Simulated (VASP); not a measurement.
Write the native input for VASP 6.6.1 that does the following.

| Quantity | Value |
| --- | --- |
| Task | single point |
| Functional | r2SCAN |
| Potentials or basis | VASP PAW PBE potentials, release 64 (Ta_pv, N) |
| Cutoff | 520 eV |
| k mesh | 16 × 16 × 16 |
| Occupations | gaussian, width 0.1 eV |
| Spin | no spin polarisation |
| Dipole correction | no |
| Further INCAR settings | ALGO = Normal; EDIFF = 1e-07; NBANDS = 15 |

TaN:

```
Ta N
1.0
     0.00000    2.19009    2.19009
     2.19009    0.00000    2.19009
     2.19009    2.19009    0.00000
Ta N
1 1
Cartesian
  2.1901 2.1901 2.1901
  0.0000 0.0000 0.0000
```

These files were run (other wordings do the same):

POSCAR

```
TaN
1.0
    0.0000000000      2.1900926495      2.1900926495
    2.1900926495      0.0000000000      2.1900926495
    2.1900926495      2.1900926495      0.0000000000
Ta N
1 1
Direct
    0.5000000000      0.5000000000      0.5000000000
    0.0000000000      0.0000000000      0.0000000000
```

INCAR.step1

```
SYSTEM = TaN
PREC = Accurate
ENCUT = 520
ISMEAR = 0
SIGMA = 0.1
LREAL = .FALSE.
LASPH = .TRUE.
NELM = 80
NBANDS = 15
GGA = PE
ALGO = Normal
EDIFF = 1E-4
LWAVE = .TRUE.
LCHARG = .FALSE.
```

INCAR.step2

```
SYSTEM = TaN
PREC = Accurate
ENCUT = 520
EDIFF = 1E-7
ISMEAR = 0
SIGMA = 0.1
LREAL = .FALSE.
LASPH = .TRUE.
NELM = 80
ALGO = Normal
ISIF = 2
LWAVE = .FALSE.
LCHARG = .TRUE.
METAGGA = R2SCAN
LMIXTAU = .TRUE.
LELF = .TRUE.
LVHAR = .TRUE.
NBANDS = 15
ISTART = 1
```

KPOINTS

```
regular mesh
0
G
  16 16 16
  0 0 0
```

Potentials or basis: VASP PAW PBE potentials, release 64 (Ta_pv, N).

Command:

```console
$ cat potpaw_PBE.64/Ta_pv/POTCAR potpaw_PBE.64/N/POTCAR > POTCAR
$ cp INCAR.step1 INCAR
$ mpirun -np 1 vasp_std > vasp.out
$ cp INCAR.step2 INCAR
$ mpirun -np 1 vasp_std > vasp.out
```

It gave:

```
Pressure               : 6.1 GPa
Band gap on the k mesh : zero (band 8 reaches 11.71 eV, above the bottom of band 9 at 7.55 eV)
```

Caveat: the PAW data sets were made with another functional, which shifts forces and pressure a little; spin-orbit coupling is left out, which moves the levels of the heavy elements.

Run time: 60 s on 1 thread of Intel(R) Xeon(R) Platinum 8488C (Sapphire Rapids), with other jobs on the host, peak memory 0.18 GiB.
